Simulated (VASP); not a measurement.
NiPt, 2 atoms in the cell. The structure is tetragonal, space group P4/mmm (No. 123). The conventional cell has a = 2.710 Å, b = 2.710 Å, c = 3.578 Å, α = 90.00°, β = 90.00°, γ = 90.00°. Within 3.6 Å of Ni (site symmetry 4/mmm) lie 8 Pt at 2.62 Å and 6 Ni at 2.71 to 3.58 Å. Pt (site symmetry 4/mmm) has 8 Ni at 2.62 Å and 6 Pt at 2.71 to 3.58 Å within 3.6 Å. 

```yaml
Program: VASP 6.6.1
Task: single point
Functional: PBEsol
Potentials_or_basis: VASP PAW PBE potentials, release 64 (Ni, Pt)
Cutoff: 520 eV
k_mesh: 12 × 12 × 9
Occupations: fermi-dirac, width 0.05 eV
Spin: collinear spin, ferromagnetic start
Starting_moments: "[0.85, 0.39] μB"
Fixed_moment: 1.1 μB
Dipole_correction: no
Further_INCAR_settings: ALGO = Normal; EDIFF = 1e-06; NBANDS = 21
```

Potentials or basis: VASP PAW PBE potentials, release 64 (Ni, Pt).

Run with:

```console
$ cat potpaw_PBE.64/Ni/POTCAR potpaw_PBE.64/Pt/POTCAR > POTCAR
$ mpirun -np 1 vasp_std > vasp.out
```

Hardware: 1 thread of AMD EPYC 9R45 96-Core Processor (Zen 5), with other jobs on the host.

Q: How long does it take, and how much memory?

A: Run time: 47 s on 1 thread of AMD EPYC 9R45 96-Core Processor (Zen 5), on a shared host, peak memory 0.2 GiB. Counts: scf iterations 14, k points 140.
